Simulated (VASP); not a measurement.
## AlCo: single point with PBE

AlCo:

```xyz
2
Lattice="2.8519 0.0000 0.0000 0.0000 2.8519 0.0000 0.0000 0.0000 2.8519" Properties=species:S:1:pos:R:3 pbc="T T T"
Al    0.0000    0.0000    0.0000
Co    1.4043    1.4043    1.4043
```

This cell differs from its parent crystal: all Co atoms moved +0.037 Å, as atom 2 towards its neighbour atom 1 (Al) at 2.470 Å.

- Program: VASP 6.6.1
- Task: single point
- Functional: PBE
- Potentials or basis: VASP PAW PBE potentials, release 64 (Al, Co)
- Cutoff: 520 eV
- k mesh: 22 × 22 × 22
- Occupations: gaussian, width 0.15 eV
- Spin: no spin polarisation

The pressure is -0.2 GPa and the largest force is 0.274 eV/Å. The band gap on the k mesh is zero (bands 6 and 7 overlap by 2.63 eV).

Forces in eV/Å, atoms in the order of the input:
```
Al  -0.158 -0.158 -0.158
Co   0.158  0.158  0.158
```

Stress tensor (GPa, compression positive):
```
-0.20  0.08  0.08
 0.08 -0.20  0.08
 0.08  0.08 -0.20
```

Levels at points of the mesh, in eV from the Fermi level:
```csv
k point,band 3,band 4,band 5,band 6,band 7,band 8,band 9,band 10
"(0.00, 0.00, 0.00)",-2.94,-0.83,-0.83,-0.83,5.97,5.97,5.97,8.74
"(0.50, 0.00, 0.00)",-2.35,-1.70,-1.70,-0.72,0.19,8.41,10.61,10.61
"(0.50, 0.50, 0.00)",-2.66,-2.65,-1.49,-1.49,-0.23,2.43,3.45,12.74
"(0.50, 0.50, 0.50)",-3.92,-0.19,-0.19,2.40,2.40,2.40,4.09,5.32
```

Wall time 2.4 min on 1 thread of Intel(R) Xeon(R) Platinum 8488C (Sapphire Rapids) (shared host), peak memory 0.43 GiB.

Caveat: the cell differs from its parent crystal (all Co atoms moved +0.037 Å, as atom 2 towards its neighbour atom 1 (Al) at 2.470 Å); the run has no spin polarisation, though such a crystal can be magnetic. Spin polarisation is off, so any magnetic state and its effect on volume and gap are missing.
